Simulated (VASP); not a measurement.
A run of VASP 6.6.1 is set up as follows.

The input INCAR:

```
SYSTEM = PtS2
ALGO = Normal
EDIFF = 1E-7
ENCUT = 520
GGA = PE
ISIF = 2
ISMEAR = -1
LASPH = .TRUE.
LCHARG = .FALSE.
LREAL = .FALSE.
LWAVE = .FALSE.
NBANDS = 18
NELM = 60
PREC = Accurate
SIGMA = 0.05
```

File KPOINTS:

```
k-points
0
G
  7 7 5
  0 0 0
```

POSCAR

```
PtS2
1.0
    3.6849280000      0.0000000000      0.0000000000
   -1.8424640000      3.1912412591      0.0000000000
    0.0000000000      0.0000000000      5.0388000000
Pt S
1 2
Direct
    0.0000000000      0.0000000000      0.0000000000
    0.6666666667      0.3333333333      0.7730000000
    0.3333333333      0.6666666667      0.2270000000
```

Potentials or basis: VASP PAW PBE potentials, release 64 (Pt, S).

Run with:

```sh
$ cat potpaw_PBE.64/Pt/POTCAR potpaw_PBE.64/S/POTCAR > POTCAR
$ mpirun -np 1 vasp_std > vasp.out
```

Question: What does it give for the largest force?

Answer: 0.190 eV/Å.

Question: What does it give for the pressure?

Answer: -1.9 GPa.

Question: Estimate the band gap on the k mesh.

Answer: 0.69 eV, indirect (least direct gap 0.91 eV).

Forces in eV/Å, atoms in the order of the input:
```
Pt   0.000  0.000  0.000
S    0.000  0.000 -0.190
S    0.000  0.000  0.190
```

Caveat: spin-orbit coupling is left out, which moves the levels of the heavy elements. A k mesh can miss the band edges.
